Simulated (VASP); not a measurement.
Write the native input for VASP 6.6.1 that does the following.

| Property | Result |
| --- | --- |
| Task | single point |
| Functional | PBEsol |
| Potentials or basis | VASP PAW PBE potentials, release 64 (Au) |
| Cutoff | 520 eV |
| k mesh | 24 × 24 × 12 |
| Occupations | gaussian, width 0.15 eV |
| Spin | no spin polarisation |
| Dipole correction | no |
| Further INCAR settings | ALGO = Fast; EDIFF = 1e-06; NBANDS = 18 |

The structure of Au lies in POSCAR:

```
Au
1.0
    2.7935603680      0.0000000000      0.0000000000
   -1.3967801840      2.4192942457      0.0000000000
    0.0000000000      0.0000000000      4.6708135634
Au
2
Direct
    0.3333333333      0.6666666667      0.7500000000
    0.6666666667      0.3333333333      0.2500000000
```

This isn't the form of Au at room conditions, which is fcc.

This cell differs from its parent crystal: strain -0.025 along x and y, -0.025 along z.

One way to write it, as run:

INCAR

```
ALGO     = Fast           # electronic algorithm
EDIFF    = 1E-6           # SCF threshold, eV
ENCUT    = 520            # plane-wave cutoff, eV
GGA      = PS             # functional
ISIF     = 2              # what is computed and relaxed
ISMEAR   = 0              # smearing method
LASPH    = T              # aspherical terms in the spheres
LCHARG   = F              # write CHGCAR
LREAL    = F              # projectors in reciprocal space
LWAVE    = F              # write WAVECAR
NBANDS   = 18             # bands
NELM     = 80             # most SCF steps
PREC     = Accurate       # precision mode
SIGMA    = 0.15           # smearing width, eV
```

KPOINTS

```
k-points
0
Gamma
  24 24 12
```

Potentials or basis: VASP PAW PBE potentials, release 64 (Au).

Launch:

```sh
$ cat potpaw_PBE.64/Au/POTCAR > POTCAR
$ mpirun -np 1 vasp_std > vasp.out
```

Results of the run:

The pressure is 16.0 GPa and the band gap on the k mesh is zero (bands 11 and 12 overlap by 7.50 eV).

Caveat: the cell differs from its parent crystal (strain -0.025 along x and y, -0.025 along z); the cell stands under pressure; the PAW data sets were made with another functional, which shifts forces and pressure a little; spin-orbit coupling is left out, which moves the levels of the heavy elements.

Wall time 110 s on 1 thread of AMD EPYC 9R45 96-Core Processor (Zen 5), with other jobs on the host, peak memory 0.28 GiB.
